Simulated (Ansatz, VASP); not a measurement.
# One calculation of HfO2, two programs

File INCAR:

```
PREC     = Accurate       # precision mode
ENCUT    = 520            # plane-wave cutoff, eV
EDIFF    = 1E-6           # SCF threshold, eV
ISMEAR   = 0              # smearing method
SIGMA    = 0.01           # smearing width, eV
LREAL    = False          # projectors in reciprocal space
LASPH    = True           # aspherical terms in the spheres
NELM     = 80             # most SCF steps
ALGO     = Normal         # electronic algorithm
ISIF     = 2              # what is computed and relaxed
LWAVE    = False          # write WAVECAR
LCHARG   = True           # write CHGCAR
GGA      = PE             # functional
LELF     = True           # ELF
LVHAR    = True         
NBANDS   = 31             # bands
```

KPOINTS

```
regular mesh
0
Gamma
  6 6 4
```

Contents of POSCAR:

```
HfO2
1.0
    3.5580193300      0.0000000000      0.0000000000
    0.0000000000      3.5580193300      0.0000000000
    0.0000000000      0.0000000000      5.1718612100
Hf O
2 4
Direct
    0.5000000000      0.5000000000      0.5386707980
    0.0000000000      0.0000000000      0.0000000000
    0.0000000000      0.5000000000      0.6972078800
    0.5000000000      0.0000000000      0.8027921200
    0.5000000000      0.0000000000      0.3027921200
    0.0000000000      0.5000000000      0.1972078800
```

Input for Ansatz:

```yaml
crystal:
  lattice:
    - [3.55801933, 0.0, 0.0]
    - [0.0, 3.55801933, 0.0]
    - [0.0, 0.0, 5.17186121]
  atoms:
    - { symbol: Hf, position: [0.5, 0.5, 0.5386707979737144] }
    - { symbol: Hf, position: [0.0, 0.0, 0.0] }
    - { symbol: O, position: [0.0, 0.5, 0.69720788] }
    - { symbol: O, position: [0.5, 0.0, 0.8027921200000001] }
    - { symbol: O, position: [0.5, 0.0, 0.30279212] }
    - { symbol: O, position: [0.0, 0.5, 0.19720788] }
kpoints:
  mp_grid:
    grid: [6, 6, 4]
    shift: [0.0, 0.0, 0.0]
hamiltonian:
  xc: pbe
scf:
  occupations:
    method: fixed
output:
  forces: true
```

Alike in both runs: task single point; functional PBE; k mesh 6 × 6 × 4; no spin polarisation.

|  | VASP | Ansatz |
| --- | --- | --- |
| version | VASP 6.6.1 | Ansatz 0.2.0 |
| potentials or method | VASP PAW PBE potentials, release 64 (Hf_pv, O) | plane waves, PAW |
| plane-wave cutoff (eV) | 520 | 420 |
| occupations | gaussian, width 0.01 eV | fixed |
| valence electrons in the cell | 44 | 76 |

Ansatz gave:

- rms of the force components (eV/Å): 1.449

Question: What did VASP give for the same quantities?

Answer: rms of the force components (eV/Å): 1.438.

Atom by atom the forces differ by 0.025 eV/Å (rms over components). VASP's potentials hold 44 valence electrons a cell and Ansatz's 76, so a difference there can come from the potentials and not from the codes.

Spin-orbit coupling is off throughout.
